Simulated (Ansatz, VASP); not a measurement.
Two plane-wave programs on Hf2S

The input INCAR:

```
SYSTEM = Hf2S
ALGO = Normal
EDIFF = 1E-6
ENCUT = 520
GGA = PS
ISIF = 2
ISMEAR = 0
LASPH = .TRUE.
LCHARG = .FALSE.
LREAL = .FALSE.
LWAVE = .FALSE.
NBANDS = 35
NELM = 100
PREC = Accurate
SIGMA = 0.01
```

File KPOINTS:

```
k-points
0
G
  6 6 2
  0 0 0
```

POSCAR

```
Hf2S
1.0
    3.3742737662      0.0000000000      0.0000000000
   -1.6871368831      2.9222068008      0.0000000000
    0.0000000000      0.0000000000     11.7174070300
Hf S
4 2
Direct
    0.6666666667      0.3333333333      0.8998116400
    0.3333333333      0.6666666667      0.3998116400
    0.6666666667      0.3333333333      0.6001883600
    0.3333333333      0.6666666667      0.1001883600
    0.0000000000      0.0000000000      0.7500000000
    0.0000000000      0.0000000000      0.2500000000
```

Input for Ansatz:

```yaml
crystal:
  lattice:
    - [3.3742737662, 0.0, 0.0]
    - [-1.6871368831, 2.9222068008, 0.0]
    - [0.0, 0.0, 11.71740703]
  atoms:
    - { symbol: Hf, position: [0.6666666667, 0.3333333333, 0.89981164] }
    - { symbol: Hf, position: [0.3333333333, 0.6666666667, 0.39981164] }
    - { symbol: Hf, position: [0.6666666667, 0.3333333333, 0.60018836] }
    - { symbol: Hf, position: [0.3333333333, 0.6666666667, 0.10018836] }
    - { symbol: S, position: [0.0, 0.0, 0.75] }
    - { symbol: S, position: [0.0, 0.0, 0.25] }
basis:
  ecutwfc: 420
kpoints:
  mp_grid: { grid: [6, 6, 2] }
hamiltonian:
  xc: pbesol
scf:
  occupations: { method: gaussian, width: 0.01 }
output:
  forces: true
  stress: true
  eigenvalues: true
```

Alike in both runs: task single point; functional PBEsol; k mesh 6 × 6 × 2; occupations gaussian, width 0.01 eV; no spin polarisation.

```csv
,VASP,Ansatz
version,VASP 6.6.1,Ansatz 0.2.0
potentials or method,"VASP PAW PBE potentials, release 64 (Hf_pv, S), cutoff 520 eV","scalar-relativistic, plane waves, PAW"
valence electrons in the cell,52,116
```

```csv
,VASP,Ansatz,Ansatz less VASP
gap on the k mesh at the Fermi level (eV),none,none,-
pressure (GPa),-3.4,-2.9,+0.46
"traceless stress, the component that is largest in VASP (GPa)",-0.19,-0.19,-0.005
rms of the force components (eV/Å),0.115,0.118,+0.0025
```

VASP's potentials were made for PBE, not for PBEsol. Atom by atom the forces differ by 0.002 eV/Å (rms over components). A gap of «none» marks a metal or a gap that the smearing closes. The functional is the same, so the differences come from potentials, cutoffs and numerics. VASP's potentials hold 52 valence electrons a cell and Ansatz's 116, so a difference there can come from the potentials and not from the codes.

Neither program's run includes spin-orbit coupling.
